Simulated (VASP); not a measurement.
**RbBr: relaxation of cell and atoms with r2SCAN**

The system is RbBr.

```
CELL_PARAMETERS angstrom
4.12608 0.00000 0.00000
0.00000 4.12608 0.00000
0.00000 0.00000 4.12608
ATOMIC_POSITIONS crystal
Rb 0.00000 0.00000 0.00000
Br 0.50000 0.50000 0.50000
```

```yaml
Program: VASP 6.6.1
Task: relaxation of cell and atoms
Functional: r2SCAN
Potentials_or_basis: VASP PAW PBE potentials, release 64 (Rb_sv, Br)
Cutoff: 600 eV
k_mesh: 7 × 7 × 7
Occupations: fermi-dirac, width 0.05 eV
Spin: no spin polarisation
Dipole_correction: no
Further_INCAR_settings: ALGO = Normal; EDIFF = 1e-07; IBRION = 2; EDIFFG = -0.01; NSW = 60; ISIF = 3
```

| Quantity | Value |
| --- | --- |
| Relaxed volume | 35.18 Å³/atom |
| Relaxed cell | a = 4.128 Å, b = 4.128 Å, c = 4.128 Å, α = 90.00°, β = 90.00°, γ = 90.00° |
| Space group after relaxing (to 0.1 Å) | Pm-3m (No. 221) |
| Energy gained by relaxing | 0.0 meV/atom |
| Ionic steps | 2 |
| Pressure after relaxing | 0.0 GPa |
| Band gap on the k mesh | 4.85 eV (least direct gap 4.98 eV) |

Final structure:
```cif
data_structure
_symmetry_space_group_name_H-M 'P 1'
_symmetry_Int_Tables_number 1
_cell_length_a 4.1283
_cell_length_b 4.1283
_cell_length_c 4.1283
_cell_angle_alpha 90.000
_cell_angle_beta 90.000
_cell_angle_gamma 90.000
_cell_volume 70.36
loop_
_atom_site_label
_atom_site_type_symbol
_atom_site_fract_x
_atom_site_fract_y
_atom_site_fract_z
_atom_site_occupancy
Rb1 Rb 0.00000 0.00000 0.00000 1
Br1 Br 0.50000 0.50000 0.50000 1
```

Levels at points of the mesh, in eV from the valence-band top:
| k point | band 6 | band 7 | band 8 | band 9 | band 10 | band 11 |
| --- | --- | --- | --- | --- | --- | --- |
| (0.00, 0.00, 0.00) | -0.13 | -0.13 | -0.13 | 4.85 | 6.14 | 6.14 |

Wall time 63 s on 1 thread of Intel(R) Xeon(R) 6975P-C (Granite Rapids) (shared host), peak memory 0.23 GiB.

Caveat: the PAW data sets were made with another functional, which shifts forces and pressure a little; an odd mesh through Γ misses points on the zone boundary, where band edges can lie.
